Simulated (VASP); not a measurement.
Write the native input for VASP 6.6.1 that does the following.

* Task: single point
* Functional: PBE
* Potentials or basis: VASP PAW PBE potentials, release 64 (Pd)
* Cutoff: 520 eV
* k mesh: 14 × 14 × 14
* Occupations: gaussian, width 0.03 eV
* Spin: collinear spin, ferromagnetic start
* Starting moments: [0.288] μB
* Dipole correction: no
* Further INCAR settings: ALGO = Normal; EDIFF = 1e-06; NBANDS = 15

The structure of Pd lies in POSCAR:

```
Pd
1.0
    0.0000000000      1.9737080107      1.9737080107
    1.9737080107      0.0000000000      1.9737080107
    1.9737080107      1.9737080107      0.0000000000
Pd
1
Direct
    0.0000000000      0.0000000000      0.0000000000
```

The input as run:

INCAR

```
PREC     = Accurate       # precision mode
ENCUT    = 520            # plane-wave cutoff, eV
EDIFF    = 1E-6           # SCF threshold, eV
ISMEAR   = 0              # smearing method
SIGMA    = 0.03           # smearing width, eV
LREAL    = False          # projectors in reciprocal space
LASPH    = True           # aspherical terms in the spheres
NELM     = 150            # most SCF steps
ALGO     = Normal         # electronic algorithm
ISIF     = 2              # what is computed and relaxed
LWAVE    = False          # write WAVECAR
LCHARG   = False          # write CHGCAR
ISPIN    = 2              # spin polarisation
MAGMOM   = 0.288          # initial moments
LORBIT   = 11             # projections on sites
LMAXMIX  = 4              # l up to which the mixer works
GGA      = PE             # functional
NBANDS   = 15             # bands
```

KPOINTS

```
regular mesh
0
Gamma
  14 14 14
```

Potentials or basis: VASP PAW PBE potentials, release 64 (Pd).

Command:

```console
$ cat potpaw_PBE.64/Pd/POTCAR > POTCAR
$ mpirun -np 1 vasp_std > vasp.out
```

It gave:

| Item | Value |
| --- | --- |
| Pressure | -0.3 GPa |
| Net moment | 0.47 μB per cell |
| Site moments | Pd +0.46 μB |
| Valence electrons inside the program's atomic spheres | Pd 9.36 |

Wall time 22 s on 1 thread of Intel Xeon 6975P-C (shared host), peak memory 0.17 GiB.
